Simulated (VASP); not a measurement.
# Y (P6_3/mmc) in VASP: notebook, part 2 of 2

VASP 6.6.1.

### Step 5. Single point, PBEsol (34.70 Å³/atom)

This run uses another cell than the first one, of 34.70 Å³/atom.

Contents of INCAR:

```
SYSTEM = Y
PREC = Accurate
ENCUT = 520
EDIFF = 1E-7
ISMEAR = -1
SIGMA = 0.05
LREAL = .FALSE.
LASPH = .TRUE.
NELM = 80
ALGO = Normal
ISIF = 2
LWAVE = .FALSE.
LCHARG = .FALSE.
GGA = PS
NBANDS = 30
```

Contents of KPOINTS:

```
Automatic mesh
0
G
  8 8 3
  0 0 0
```

Contents of POSCAR:

```
Y
1.0
    3.6666676521      0.0000000000      0.0000000000
   -1.8333338261      3.1754273339      0.0000000000
    0.0000000000      0.0000000000     11.9225705853
Y
4
Direct
    0.6666666667      0.3333333333      0.7500000000
    0.0000000000      0.0000000000      0.5000000000
    0.3333333333      0.6666666667      0.2500000000
    0.0000000000      0.0000000000      0.0000000000
```

Potentials or basis: VASP PAW PBE potentials, release 64 (Y_sv).

On the command line:

```
cat potpaw_PBE.64/Y_sv/POTCAR > POTCAR
mpirun -np 1 vasp_std > vasp.out
```

OUTCAR:

```text
SYSTEM = Y
   PREC = Accurate
   ENCUT = 520
   EDIFF = 1E-7
   ISMEAR = -1
   LREAL = .FALSE.
   LASPH = .TRUE.
   NELM = 80
   ISIF = 2
   GGA = PS

 ion  position               nearest neighbor table
   1  0.667  0.333  0.750-   2 3.66   4 3.66   2 3.66   4 3.66   2 3.66   4 3.66
   2  0.000  0.000  0.500-   1 3.66   3 3.66   3 3.66   1 3.66   1 3.66   3 3.66
   3  0.333  0.667  0.250-   2 3.66   4 3.66   2 3.66   4 3.66   2 3.66   4 3.66
   4  0.000  0.000  0.000-   1 3.66   3 3.66   3 3.66   1 3.66   1 3.66   3 3.66

  LATTYP: Found a hexagonal cell.
 ALAT       =     3.6666676521
 C/A-ratio  =     3.2516092857

  Lattice vectors:

 A1 = (   3.6666676521,   0.0000000000,   0.0000000000)
 A2 = (  -1.8333338261,   3.1754273339,   0.0000000000)
 A3 = (   0.0000000000,   0.0000000000,  11.9225705853)

Analysis of symmetry for initial positions (statically):
=====================================================================
 Subroutine PRICEL returns:
 Original cell was already a primitive cell.

 Routine SETGRP: Setting up the symmetry group for a
 hexagonal supercell.

 Subroutine GETGRP returns: Found 24 space group operations
 (whereof 12 operations were pure point group operations)
 out of a pool of 24 trial point group operations.

The static configuration has the point symmetry D_3d.
 The point group associated with its full space group is D_6h.

Analysis of symmetry for dynamics (positions and initial velocities):
=====================================================================
 Subroutine PRICEL returns:
 Original cell was already a primitive cell.

 Routine SETGRP: Setting up the symmetry group for a
 hexagonal supercell.

 Subroutine GETGRP returns: Found 24 space group operations
 (whereof 12 operations were pure point group operations)
 out of a pool of 24 trial point group operations.
[... 116 lines left out ...]
   ISMEAR =    -1;   SIGMA  =   0.05  broadening in eV -4-tet -1-fermi 0-gaus
   EFERMI_NEDOS =   21; number of points for ismear=-14 and -15
   IALGO  =     38    algorithm
   IMIX   =      4    mixing-type and parameters
     AMIX     =   0.40;   BMIX     =  1.00
     AMIX_MAG =   1.60;   BMIX_MAG =  1.00
  volume/ion in A,a.u.               =      34.70       234.20
  Fermi-wavevector in a.u.,A,eV,Ry     =   1.116206  2.109324 16.951727  1.245917
  Thomas-Fermi vector in A             =   2.252818
   LORBIT       =      0    0 simple, 1 ext, 2 COOP (PROOUT), +10 PAW based schemes
   GGA     = PS    functional components
   LHFCALC =     F    Hartree Fock is set to
   AEXX    =    0.0000 exact exchange contribution
   IVDW    =     0    specifies the selected vdW correction
   LEPSILON=     F    determine dielectric tensor
   LRPA    =     F    only Hartree local field effects (RPA)
 non-spin polarized calculation
  energy-cutoff  :      520.00
  volume of cell :      138.82
 maximum number of plane-waves:      3766
 NGX is ok and might be reduce to    28
   NGX = 13   NGY = 13   NGZ = 45

 number of electron      44.0000002 magnetization

 Free energy of the ion-electron system (eV)
  ---------------------------------------------------
  ext. energy  EPLUGINS =         0.00000000
  ---------------------------------------------------
  free energy    TOTEN  =       -27.07170810 eV

  energy without entropy =      -27.00940200  energy(sigma->0) =      -27.04055505

 E-fermi :   2.6581     XC(G=0):  -9.3198

 val. band max:        2.6554028692   @ k =   0.2500   0.2500   0.3333
 cond. band min:       2.6611051526   @ k =   0.5000   0.0000   0.3333
 fundamental gap:      0.0057022834
 Fermi energy:         2.6581047133

 k-point     1 :       0.0000    0.0000    0.0000
  band No.  band energies     occupation
      1     -40.0944      2.00000
      2     -40.0759      2.00000
      3     -40.0603      2.00000
      4     -40.0417      2.00000
      5     -20.3077      2.00000
      6     -20.0954      2.00000
[... 649 lines left out ...]
     29       4.8274      0.00000
     30       4.9804      0.00000

------------------------ aborting loop because EDIFF is reached ----------------------------------------

  FORCE on cell =-STRESS in cart. coord.  units (eV):
  Direction    XX          YY          ZZ          XY          YZ          ZX
  --------------------------------------------------------------------------------------
  -------------------------------------------------------------------------------------
  Total       -3.4388240     -3.4388240     -3.9300771      0.0000000      0.0000000      0.0000000
  in kB      -39.6896163    -39.6896163    -45.3594759      0.0000000      0.0000000      0.0000000
  external PRESSURE =     -41.5795695 kB  Pullay stress =       0.0000000 kB

 VOLUME and BASIS-vectors are now :
 -----------------------------------------------------------------------------
  energy-cutoff  :      520.00
  volume of cell :      138.82
      direct lattice vectors                 reciprocal lattice vectors
     3.666667652  0.000000000  0.000000000     0.272727199  0.157459122  0.000000000
    -1.833333826  3.175427334  0.000000000     0.000000000  0.314918244  0.000000000
     0.000000000  0.000000000 11.922570585     0.000000000  0.000000000  0.083874530

 POSITION                                       TOTAL-FORCE (eV/Angst)
 -----------------------------------------------------------------------------------
      1.83333      1.05848      8.94193         0.000000      0.000000     -0.000000
      0.00000      0.00000      5.96129        -0.000000      0.000000      0.000000
     -0.00000      2.11695      2.98064        -0.000000     -0.000000      0.000000
      0.00000      0.00000      0.00000        -0.000000      0.000000      0.000000
 -----------------------------------------------------------------------------------
    total drift:                                0.000000     -0.000000      0.000000

  FREE ENERGIE OF THE ION-ELECTRON SYSTEM (eV)
  ---------------------------------------------------
  free  energy   TOTEN  =       -27.0717081011 eV

  energy  without entropy=      -27.0094019961  energy(sigma->0) =      -27.04055505
```

OSZICAR:

```text
N       E                     dE             d eps       ncg     rms          rms(c)
DAV:   1     0.214110107984E+03    0.21411E+03   -0.21966E+04  1200   0.140E+03
DAV:   2    -0.545452937779E+01   -0.21956E+03   -0.21333E+03  1360   0.326E+02
DAV:   3    -0.266325913414E+02   -0.21178E+02   -0.20518E+02  2008   0.540E+01
DAV:   4    -0.280632810357E+02   -0.14307E+01   -0.14257E+01  1772   0.142E+01
DAV:   5    -0.281106906210E+02   -0.47410E-01   -0.47401E-01  1746   0.239E+00    0.439E+01
DAV:   6    -0.272672933783E+02    0.84340E+00   -0.10394E+00  1254   0.496E+00    0.270E+01
DAV:   7    -0.270967282514E+02    0.17057E+00   -0.19267E+00  1388   0.620E+00    0.237E+00
DAV:   8    -0.270732971309E+02    0.23431E-01   -0.37450E-01  1460   0.269E+00    0.147E+00
DAV:   9    -0.270718541993E+02    0.14429E-02   -0.84595E-03  1710   0.513E-01    0.487E-01
DAV:  10    -0.270718038143E+02    0.50385E-04   -0.40857E-03  1594   0.412E-01    0.715E-01
DAV:  11    -0.270717304113E+02    0.73403E-04   -0.88173E-04  1550   0.190E-01    0.177E-01
DAV:  12    -0.270717090484E+02    0.21363E-04   -0.12651E-04  1496   0.745E-02    0.705E-02
DAV:  13    -0.270717081071E+02    0.94130E-06   -0.14171E-05  1786   0.177E-02    0.777E-02
DAV:  14    -0.270717083886E+02   -0.28149E-06   -0.16844E-05  1442   0.315E-02    0.462E-03
DAV:  15    -0.270717084360E+02   -0.47392E-07   -0.20394E-06  1754   0.621E-03    0.274E-03
DAV:  16    -0.270717082402E+02    0.19573E-06   -0.31650E-08   882   0.134E-03    0.213E-03
DAV:  17    -0.270717080818E+02    0.15848E-06   -0.57035E-08   864   0.199E-03    0.112E-03
DAV:  18    -0.270717081011E+02   -0.19327E-07   -0.13937E-08   816   0.589E-04
   1 F= -.27071708E+02 E0= -.27040555E+02  d E =-.623061E-01
```

stdout:

```text
POSCAR found type information on POSCAR Y
 POSCAR found :  1 types and       4 ions
 scaLAPACK will be used
 -----------------------------------------------------------------------------
|                                                                             |
|                                                                             |
|     You enforced a specific xc type in the INCAR file but a different       |
|     I HOPE YOU KNOW WHAT YOU ARE DOING!                                     |
|                                                                             |
 -----------------------------------------------------------------------------

 LDA part: xc-table for (Slater+PW92), standard interpolation
 POSCAR, INCAR and KPOINTS ok, starting setup
 FFT: planning ... GRIDC
 FFT: planning ... GRID_SOFT
 FFT: planning ... GRID
 WAVECAR not read
 entering main loop
```

Wall time 70 s (1 thread of AMD EPYC 9R45 (Zen 5), shared host); peak memory 0.24 GiB.

Results:

```
Free energy            : -27.0717 eV
Pressure               : -4.2 GPa
Band gap on the k mesh : zero (bands 22 and 23 overlap by 1.01 eV)
```

Levels at points of the mesh, in eV from the Fermi level:
```csv
k point,band 19,band 20,band 21,band 22,band 23,band 24,band 25,band 26
"(0.00, 0.00, 0.00)",-3.33,-1.89,0.51,0.72,0.77,1.58,1.58,1.64
"(0.50, 0.00, 0.00)",-1.24,-1.19,-0.50,-0.43,-0.29,0.33,0.75,1.22
```

Caveat: the cell stands under tension; the PAW data sets were made with another functional, which shifts forces and pressure a little.

### Step 6. The runs side by side

```tsv
cell	gap on the mesh (eV)	pressure (GPa)
a = 3.618, b = 3.618, c = 11.765 Å, angles 90.0, 90.0, 120.0°, 4 atoms	none	-3.0
a = 3.643, b = 3.643, c = 11.844 Å, angles 90.0, 90.0, 120.0°, 4 atoms	none	-3.6
a = 3.667, b = 3.667, c = 11.923 Å, angles 90.0, 90.0, 120.0°, 4 atoms	none	-4.2
```

Alike in all rows: task single point; level PBEsol; potentials or basis VASP PAW PBE potentials, release 64 (Y_sv); no spin polarisation; k mesh 8 × 8 × 3; cutoff (eV) 520; smearing fermi-dirac 0.05 eV.

Caveats: the PAW data sets were made with another functional, which shifts forces and pressure a little; the cell stands under tension (at least some runs).

Absolute energies hang on the potentials; compare differences alone.
